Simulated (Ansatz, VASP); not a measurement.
**One calculation of Mg2Te3O, two programs**

```
Mg Te O
1.0
     6.86210    0.00000    0.00000
    -3.43105    5.94276    0.00000
     0.00000    0.00000    4.29196
Mg Te O
2 3 1
Direct
  0.66667 0.33333 0.03169
  0.33333 0.66667 0.03169
  0.50000 0.50000 0.53184
  0.50000 0.00000 0.53184
  0.00000 0.50000 0.53184
  0.00000 0.00000 0.53473
```

Change from the starting cell: species swapped into the ErCo3Ge2 type (P6mm, No. 183).

Alike in both runs: functional PBE; k mesh 3 × 3 × 4; occupations gaussian, width 0.1 eV; no spin polarisation.

Ansatz relaxed the structure, and its values are those at the end. VASP's run is a single point on that final structure, the one shown.

|  | VASP | Ansatz |
| --- | --- | --- |
| version | VASP 6.6.1 | Ansatz 0.2.0 |
| potentials or method | VASP PAW PBE potentials, release 64 (Mg, Te, O), cutoff 520 eV | scalar-relativistic, plane waves, PAW |
| valence electrons in the cell | 28 | 74 |

|  | VASP | Ansatz | Ansatz less VASP |
| --- | --- | --- | --- |
| gap on the k mesh at the Fermi level (eV) | none | none | - |
| pressure (GPa) | -0.2 | -0.1 | +0.06 |

A gap of «none» marks a metal or a gap that the smearing closes. The functional is the same, so the differences come from potentials, cutoffs and numerics. VASP's potentials hold 28 valence electrons a cell and Ansatz's 74, so a difference there can come from the potentials and not from the codes.

The k mesh is coarse, so the values compare programs but aren't converged. Neither program's run includes spin-orbit coupling.
